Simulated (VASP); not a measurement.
A run of VASP 6.6.1 is set up as follows.

The input INCAR:

```
  PREC = Accurate
  ENCUT = 600
  EDIFF = 1E-7
  ISMEAR = 0
  SIGMA = 0.01
  LREAL = False
  LASPH = True
  NELM = 60
  ALGO = Normal
  ISIF = 4
  LWAVE = False
  LCHARG = False
  GGA = PE
  IBRION = 2
  NSW = 50
  EDIFFG = -0.01
```

The input KPOINTS:

```
Automatic mesh
0
Gamma
  12 12 6
```

The input POSCAR:

```
Te
1.0
    4.4042094598      0.0000000000      0.0000000000
   -2.2021047299      3.8141572758      0.0000000000
    0.0000000000      0.0000000000      5.8935186297
Te
3
Direct
    0.2741678434      0.0000000000      0.3333333333
    0.0000000000      0.2741678434      0.6666666667
    0.7258321566      0.7258321566      0.0000000000
```

Potentials or basis: VASP PAW PBE potentials, release 64 (Te).

Run with:

```console
$ cat potpaw_PBE.64/Te/POTCAR > POTCAR
$ mpirun -np 1 vasp_std > vasp.out
```

**Question.** What does it give for the band gap on the k mesh?

**Answer.** 0.07 eV.

Final structure:
```xyz
3
Lattice="4.3773 0.0000 0.0000 -2.1887 3.7909 0.0000 0.0000 0.0000 5.9662" Properties=species:S:1:pos:R:3 pbc="T T T"
Te    1.2265    0.0000    1.9887
Te   -0.6132    1.0622    3.9774
Te    1.5754    2.7287    0.0000
```

Caveat: spin-orbit coupling is left out, which moves the levels of the heavy elements. A k mesh can miss the band edges.
